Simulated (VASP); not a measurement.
The system is Zn.

```
CELL_PARAMETERS angstrom
2.67000 0.00000 0.00000
-1.33500 2.31229 0.00000
0.00000 0.00000 4.96600
ATOMIC_POSITIONS crystal
Zn 0.33333 0.66667 0.25000
Zn 0.66667 0.33333 0.75000
```

- Program: VASP 6.6.1
- Task: relaxation of cell and atoms
- Functional: LDA
- Potentials or basis: VASP PAW LDA potentials, release 64 (Zn)
- Cutoff: 600 eV
- k mesh: 7 × 7 × 4
- Occupations: methfessel-paxton, width 0.1 eV
- Spin: no spin polarisation

At the start: pressure -9.1 GPa; volume 15.33 Å³/atom.

Question: How do energy, volume and symmetry change on relaxing?

Answer: Over 7 steps the energy falls by 53.7 meV/atom and the volume is 13.66 Å³/atom (-10.9 %); space group P6_3/mmc (No. 194, to 0.05 Å).

The path:
| step | energy change (eV) | largest force (eV/Å) | pressure (GPa) | volume (Å³) |
| --- | --- | --- | --- | --- |
| 1 | 0.0000 | 0.0000 | -9.14 | 30.66 |
| 2 | -0.1017 | 0.0000 | 2.08 | 26.94 |
| 3 | -0.1057 | 0.0000 | -0.15 | 27.47 |
| 4 | -0.1057 | 0.0000 | -0.44 | 27.54 |
| 5 | -0.1073 | 0.0000 | -0.29 | 27.43 |
| 6 | -0.1074 | 0.0000 | -0.20 | 27.38 |
| 7 | -0.1075 | 0.0000 | 0.10 | 27.31 |

Final structure:
```xyz
2
Lattice="2.5664 0.0000 0.0000 -1.2832 2.2226 0.0000 0.0000 0.0000 4.7881" Properties=species:S:1:pos:R:3 pbc="T T T"
Zn    0.0000    1.4817    1.1970
Zn    1.2832    0.7409    3.5910
```

Caveat: the k points lie up to 0.40 Å⁻¹ apart in the final cell; the volume moved by -11 % from the deposited cell, more than functionals usually miss.
